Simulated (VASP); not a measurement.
# N in VASP: notebook

The runs below take N through single point, with PBE, PBEsol.

Program: VASP 6.6.1. These are calculated values, not measurements. Logs are shortened: lines on timing, memory, paths and dates and some standing lists are left out, and cuts for length are marked.

### 1 The cell of the first run

Symmetry: Fm-3m, No. 225, cubic system. Conventional cell: a = 3.003 Å, b = 3.003 Å, c = 3.003 Å, α = 90.00°, β = 90.00°, γ = 90.00°. N (site symmetry m-3m) has 12 N at 2.12 Å within 2.8 Å.

### 2 Single point, PBE (functional PBE, strained)

INCAR reads:

```
SYSTEM = N
PREC = Accurate
ENCUT = 520
EDIFF = 1E-6
ISMEAR = 0
SIGMA = 0.1
LREAL = .FALSE.
LASPH = .TRUE.
NELM = 80
ALGO = Normal
ISIF = 2
LWAVE = .FALSE.
LCHARG = .FALSE.
GGA = PE
NBANDS = 8
```

KPOINTS reads:

```
Automatic mesh
0
G
  22 22 22
  0 0 0
```

POSCAR reads:

```
N
1.0
    0.0000000000      1.5013520313      1.5013520313
    1.5013520313      0.0000000000      1.5013520313
    1.5013520313      1.5013520313      0.0000000000
N
1
Direct
    0.0000000000      0.0000000000      0.0000000000
```

Potentials or basis: VASP PAW PBE potentials, release 64 (N).

The run is started by

```console
$ cat potpaw_PBE.64/N/POTCAR > POTCAR
$ mpirun -np 1 vasp_std > vasp.out
```

OUTCAR:

```text
SYSTEM = N
   PREC = Accurate
   ENCUT = 520
   EDIFF = 1E-6
   ISMEAR = 0
   LREAL = .FALSE.
   LASPH = .TRUE.
   NELM = 80
   ISIF = 2
   GGA = PE

 ion  position               nearest neighbor table
   1  0.000  0.000  0.000-

  LATTYP: Found a face centered cubic cell.
 ALAT       =     3.0027040626

  Lattice vectors:

 A1 = (   0.0000000000,   1.5013520313,   1.5013520313)
 A2 = (   1.5013520313,   0.0000000000,   1.5013520313)
 A3 = (   1.5013520313,   1.5013520313,   0.0000000000)

Analysis of symmetry for initial positions (statically):
=====================================================================
 Subroutine PRICEL returns:
 Original cell was already a primitive cell.

 Routine SETGRP: Setting up the symmetry group for a
 face centered cubic supercell.

 Subroutine GETGRP returns: Found 48 space group operations
 (whereof 48 operations were pure point group operations)
 out of a pool of 48 trial point group operations.

The static configuration has the point symmetry O_h .

Analysis of symmetry for dynamics (positions and initial velocities):
=====================================================================
 Subroutine PRICEL returns:
 Original cell was already a primitive cell.

 Routine SETGRP: Setting up the symmetry group for a
 face centered cubic supercell.

 Subroutine GETGRP returns: Found 48 space group operations
 (whereof 48 operations were pure point group operations)
 out of a pool of 48 trial point group operations.

The dynamic configuration has the point symmetry O_h .

 Subroutine INISYM returns: Found 48 space group operations
 (whereof 48 operations are pure point group operations),
 and found     1 'primitive' translations

----------------------------------------------------------------------------------------

                                     Primitive cell

  volume of cell :       6.7683

  direct lattice vectors                    reciprocal lattice vectors
     0.000000000  1.501352031  1.501352031    -0.333033153  0.333033153  0.333033153
     1.501352031  0.000000000  1.501352031     0.333033153 -0.333033153  0.333033153
     1.501352031  1.501352031  0.000000000     0.333033153  0.333033153 -0.333033153

  length of vectors
     2.123232405  2.123232405  2.123232405     0.576830341  0.576830341  0.576830341
[... 72 lines left out ...]
   ICHARG =      2    charge: 1-file 2-atom 10-const
   ISPIN  =      1    spin polarized calculation?
   LNONCOLLINEAR =      F non collinear calculations
   LSORBIT =      F    spin-orbit coupling
   LASPH  =      T    aspherical Exc in radial PAW
   ENCUT  =  520.0 eV  38.22 Ry    6.18 a.u.   3.95  3.95  3.95*2*pi/ulx,y,z
   NELM   =     80;   NELMIN=  2; NELMDL= -5     # of ELM steps
   EDIFF  = 0.1E-05   stopping-criterion for ELM
   LREAL  =      F    real-space projection
   EDIFFG = 0.1E-04   stopping-criterion for IOM
   NSW    =      0    number of steps for IOM
   IBRION =     -1    ionic relax: 0-MD 1-quasi-New 2-CG
   NFREE  =      0    steps in history (QN), initial steepest desc. (CG)
   ISIF   =      2    stress and relaxation
   ISYM   =      2    0-nonsym 1-usesym 2-fastsym
   POTIM  = 0.5000    time-step for ionic-motion
   TEBEG  =    0.0;   TEEND  =   0.0 temperature during run
   PSTRESS=    0.0 pullay stress
   NELECT =       5.0000    total number of electrons
   NUPDOWN=      -1.0000    fix difference up-down
   EMIN   =  10.00;   EMAX   =-10.00  energy-range for DOS
   EFERMI =   0.00;   METHOD = LEGACY
   ISMEAR =     0;   SIGMA  =   0.10  broadening in eV -4-tet -1-fermi 0-gaus
   EFERMI_NEDOS =   21; number of points for ismear=-14 and -15
   IALGO  =     38    algorithm
   IMIX   =      4    mixing-type and parameters
     AMIX     =   0.40;   BMIX     =  1.00
     AMIX_MAG =   1.60;   BMIX_MAG =  1.00
  volume/ion in A,a.u.               =       6.77        45.67
  Fermi-wavevector in a.u.,A,eV,Ry     =   1.479922  2.796648 29.799079  2.190171
  Thomas-Fermi vector in A             =   2.594020
   LORBIT       =      0    0 simple, 1 ext, 2 COOP (PROOUT), +10 PAW based schemes
   GGA     = PE    functional components
   LHFCALC =     F    Hartree Fock is set to
   AEXX    =    0.0000 exact exchange contribution
   IVDW    =     0    specifies the selected vdW correction
   LEPSILON=     F    determine dielectric tensor
   LRPA    =     F    only Hartree local field effects (RPA)
 non-spin polarized calculation
 Gauss-broadening in eV      SIGMA  =   0.10
  energy-cutoff  :      520.00
  volume of cell :        6.77
 maximum number of plane-waves:       190
   NGX =  7   NGY =  7   NGZ =  7

 number of electron       5.0000001 magnetization

 Free energy of the ion-electron system (eV)
  ---------------------------------------------------
  ext. energy  EPLUGINS =         0.00000000
  ---------------------------------------------------
  free energy    TOTEN  =        -3.77685667 eV

  energy without entropy =       -3.77359949  energy(sigma->0) =       -3.77522808

 E-fermi :   6.9193     XC(G=0): -13.2082

 val. band max:        6.9111013358   @ k =  -0.3182   0.3636   0.1818
 cond. band min:       6.9193802129   @ k =   0.3182   0.2273   0.0909
 fundamental gap:      0.0082788770
 Fermi energy:         6.9193115359

 k-point     1 :       0.0000    0.0000    0.0000
  band No.  band energies     occupation
      1     -14.5974      2.00000
      2      11.5454      0.00000
      3      11.5454      0.00000
      4      11.5454      0.00000
      5      33.1726      0.00000
      6      40.2366      0.00000
      7      40.2366      0.00000
      8      40.2366      0.00000
[... 243 lines left out ...]
 k-point    24 :      -0.4545    0.0455    0.0000
  band No.  band energies     occupation
      1      -6.9712      2.00000
      2      -1.9529      2.00000
      3       9.9468      0.00000
      4      10.1863      0.00000
      5      30.8983      0.00000
      6      34.5853      0.00000
      7      37.7783      0.00000
      8      38.1835      0.00000

 [... further k-points ...]
[... 5 lines left out ...]
  --------------------------------------------------------------------------------------
  -------------------------------------------------------------------------------------
  Total        1.1216878      1.1216878      1.1216878      0.0000000      0.0000000      0.0000000
  in kB      265.5247225    265.5247225    265.5247225      0.0000000      0.0000000      0.0000000
  external PRESSURE =     265.5247225 kB  Pullay stress =       0.0000000 kB

 VOLUME and BASIS-vectors are now :
 -----------------------------------------------------------------------------
  energy-cutoff  :      520.00
  volume of cell :        6.77
      direct lattice vectors                 reciprocal lattice vectors
     0.000000000  1.501352031  1.501352031    -0.333033153  0.333033153  0.333033153
     1.501352031  0.000000000  1.501352031     0.333033153 -0.333033153  0.333033153
     1.501352031  1.501352031  0.000000000     0.333033153  0.333033153 -0.333033153

 POSITION                                       TOTAL-FORCE (eV/Angst)
 -----------------------------------------------------------------------------------
      0.00000      0.00000      0.00000        -0.000000      0.000000      0.000000
 -----------------------------------------------------------------------------------
    total drift:                                0.000000      0.000000     -0.000000

  FREE ENERGIE OF THE ION-ELECTRON SYSTEM (eV)
  ---------------------------------------------------
  free  energy   TOTEN  =        -3.7768566653 eV

  energy  without entropy=       -3.7735994884  energy(sigma->0) =       -3.77522808
```

OSZICAR:

```text
N       E                     dE             d eps       ncg     rms          rms(c)
DAV:   1     0.290594616710E+00    0.29059E+00   -0.26643E+03  5848   0.546E+02
DAV:   2    -0.375799912291E+01   -0.40486E+01   -0.38187E+01  6552   0.686E+01
DAV:   3    -0.377494605126E+01   -0.16947E-01   -0.16814E-01  5984   0.385E+00
DAV:   4    -0.377494996719E+01   -0.39159E-05   -0.39157E-05  7296   0.560E-02
DAV:   5    -0.377494996727E+01   -0.82082E-10   -0.46987E-09  6080   0.462E-04    0.108E+00
DAV:   6    -0.377596930547E+01   -0.10193E-02   -0.72756E-04  5696   0.206E-01    0.635E-01
DAV:   7    -0.377684486755E+01   -0.87556E-03   -0.91650E-04  5392   0.225E-01    0.460E-02
DAV:   8    -0.377685626070E+01   -0.11393E-04   -0.64732E-05  5936   0.676E-02    0.776E-03
DAV:   9    -0.377685666532E+01   -0.40462E-06   -0.59197E-07  5440   0.781E-03
   1 F= -.37768567E+01 E0= -.37752281E+01  d E =-.325718E-02
```

It took 4.5 s on 1 thread of Intel Xeon Platinum 8559C (Emerald Rapids), shared host; peak memory 0.12 GiB.

What came out:

* Free energy: -3.7769 eV
* Pressure: 26.6 GPa

Caveat: the cell differs from its parent crystal (functional PBE, strained).

### 3 Single point, PBEsol (strained)

INCAR reads:

```
SYSTEM = N
PREC     = Accurate       ! precision mode
ENCUT    = 520            ! plane-wave cutoff, eV
EDIFF    = 1E-7           ! SCF threshold, eV
ISMEAR   = 0              ! smearing method
SIGMA    = 0.1            ! smearing width, eV
LREAL    = .False.        ! projectors in reciprocal space
LASPH    = .True.         ! aspherical terms in the spheres
NELM     = 80             ! most SCF steps
ALGO     = Normal         ! electronic algorithm
ISIF     = 2              ! what is computed and relaxed
LWAVE    = .False.        ! write WAVECAR
LCHARG   = .True.         ! write CHGCAR
GGA      = PS             ! functional
LELF     = .True.         ! ELF
LVHAR    = .True.       
NBANDS   = 8              ! bands
```

KPOINTS reads:

```
regular mesh
0
Gamma
  22 22 22
  0 0 0
```

POSCAR reads:

```
N
1.0
    0.0000000000      1.5634266853      1.5634266853
    1.5634266853      0.0000000000      1.5634266853
    1.5634266853      1.5634266853      0.0000000000
N
1
Direct
    0.0000000000      0.0000000000      0.0000000000
```

Potentials or basis: VASP PAW PBE potentials, release 64 (N).

The run is started by

```console
$ cat potpaw_PBE.64/N/POTCAR > POTCAR
$ mpirun -np 1 vasp_std > vasp.out
```

Run time: 6.6 s. Hardware: 1 thread of Intel Xeon Platinum 8559C (Emerald Rapids), shared host; peak memory 0.11 GiB.

The run converged. Its results:

```
Free energy : -4.3026 eV
Pressure    : -10.6 GPa
```

Levels at points of the mesh, in eV from the Fermi level:
```csv
k point,band 1,band 2,band 3,band 4,band 5
"(0.00, 0.00, 0.00)",-19.96,4.01,4.01,4.01,23.01
"(0.50, 0.00, 0.00)",-13.24,-8.11,2.84,2.84,21.87
"(0.50, 0.50, 0.00)",-10.74,-6.65,0.14,0.14,14.79
```

Caveat: the cell differs from its parent crystal (strained); the PAW data sets were made with another functional, which shifts forces and pressure a little.

[end of part 1 of 2]
